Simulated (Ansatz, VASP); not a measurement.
**Ca: VASP beside Ansatz**

File INCAR:

```
SYSTEM = Ca
PREC     = Accurate       ! precision mode
ENCUT    = 520            ! plane-wave cutoff, eV
EDIFF    = 1E-6           ! SCF threshold, eV
ISMEAR   = -1             ! smearing method
SIGMA    = 0.05           ! smearing width, eV
LREAL    = .FALSE.        ! projectors in reciprocal space
LASPH    = .TRUE.         ! aspherical terms in the spheres
NELM     = 80             ! most SCF steps
ALGO     = Normal         ! electronic algorithm
ISIF     = 2              ! what is computed and relaxed
LWAVE    = .FALSE.        ! write WAVECAR
LCHARG   = .TRUE.         ! write CHGCAR
LELF     = .TRUE.         ! ELF
LVHAR    = .TRUE.       
NBANDS   = 11             ! bands
```

KPOINTS

```
regular mesh
0
G
  8 8 8
  0 0 0
```

Contents of POSCAR:

```
Ca
1.0
    0.0000000000      2.7754464148      2.7754464148
    2.7754464148      0.0000000000      2.7754464148
    2.7754464148      2.7754464148      0.0000000000
Ca
1
Direct
    0.0000000000      0.0000000000      0.0000000000
```

Contents of input.yaml:

```yaml
crystal:
  lattice:
    - [0.0, 2.7754464148, 2.7754464148]
    - [2.7754464148, 0.0, 2.7754464148]
    - [2.7754464148, 2.7754464148, 0.0]
  atoms:
    - { symbol: Ca, position: [0.0, 0.0, 0.0] }
kpoints:
  mp_grid: { grid: [8, 8, 8] }
scf:
  occupations: { method: fermi_dirac, width: 0.05 }
hamiltonian:
  xc: lda
  pseudopotentials: { kind: all_electron, lapw: { basis_error: 0.001 } }
output:
  forces: true
  stress: true
  eigenvalues: true
```

Change from the starting cell: volume scaled by 0.98.

Alike in both runs: task single point; functional LDA; k mesh 8 × 8 × 8; occupations fermi-dirac, width 0.05 eV; no spin polarisation.

|  | VASP | Ansatz |
| --- | --- | --- |
| version | VASP 6.6.1 | Ansatz 0.2.0 |
| potentials or method | VASP PAW LDA potentials, release 64 (Ca_sv), cutoff 520 eV | all-electron LAPW, scalar-relativistic |

|  | VASP | Ansatz | Ansatz less VASP |
| --- | --- | --- | --- |
| gap on the k mesh at the Fermi level (eV) | none | none | - |
| pressure (GPa) | -1.9 | -1.9 | +0.02 |

LDA's correlation is that of Perdew and Zunger in VASP and of Perdew and Wang (1992) in Ansatz. A gap of «none» marks a metal or a gap that the smearing closes. Ansatz ran all-electron here, and VASP with PAW potentials.
